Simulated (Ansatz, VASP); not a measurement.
# Hf: VASP beside Ansatz

```
Hf
1.0
    -1.78705    1.78705    1.74699
     1.78705   -1.78705    1.74699
     1.78705    1.78705   -1.74699
Hf
1
Direct
  0.00000 0.00000 0.00000
```

Change from the starting cell: z stretched by -1.5 % at fixed volume, crystal datasets.

Alike in both runs: task electric field gradients; functional PBE; k mesh 16 × 16 × 16; occupations fermi-dirac, width 0.08 eV; no spin polarisation.

|  | VASP | Ansatz |
| --- | --- | --- |
| version | VASP 6.6.1 | Ansatz 0.2.0 |
| potentials or method | VASP PAW PBE potentials, release 64 (Hf_pv), cutoff 520 eV | all-electron PAW with datasets made for the crystal, scalar-relativistic |

Ansatz gave:

| Item | Value |
| --- | --- |
| pressure (GPa) | 0.1 |
| traceless stress, the component that is largest in VASP (GPa) | -0.66 |
| size of Vzz on the site where it differs most (V/Å²) | 0.6 |

What did VASP give for the same quantities?

Pressure (GPa): -0.3; traceless stress, the component that is largest in VASP (GPa): -0.69; size of Vzz on the site where it differs most (V/Å²): 1.3.

Ansatz ran all-electron here, and VASP with PAW potentials.

Neither program's run includes spin-orbit coupling.
